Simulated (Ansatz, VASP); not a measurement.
**One calculation of BP2, two programs**

```
CELL_PARAMETERS angstrom
0.00000 2.65107 2.65107
2.65107 0.00000 2.65107
2.65107 2.65107 0.00000
ATOMIC_POSITIONS crystal
B 0.00000 0.00000 0.00000
P 0.25000 0.25000 0.25000
P 0.75000 0.75000 0.75000
```

Alike in both runs: functional PBE; k mesh 6 × 6 × 6; occupations gaussian, width 0.1 eV; no spin polarisation.

Ansatz relaxed the structure, and its values are those at the end. VASP's run is a single point on that final structure, the one shown.

|  | VASP | Ansatz |
| --- | --- | --- |
| version | VASP 6.6.1 | Ansatz 0.2.0 |
| potentials or method | VASP PAW PBE potentials, release 64 (B, P), cutoff 520 eV | scalar-relativistic, plane waves, PAW |
| valence electrons in the cell | 13 | 13 |

|  | VASP | Ansatz | Ansatz less VASP |
| --- | --- | --- | --- |
| gap on the k mesh at the Fermi level (eV) | none | none | - |
| pressure (GPa) | -0.2 | 0.0 | +0.20 |

A gap of «none» marks a metal or a gap that the smearing closes. The functional is the same, so the differences come from potentials, cutoffs and numerics.
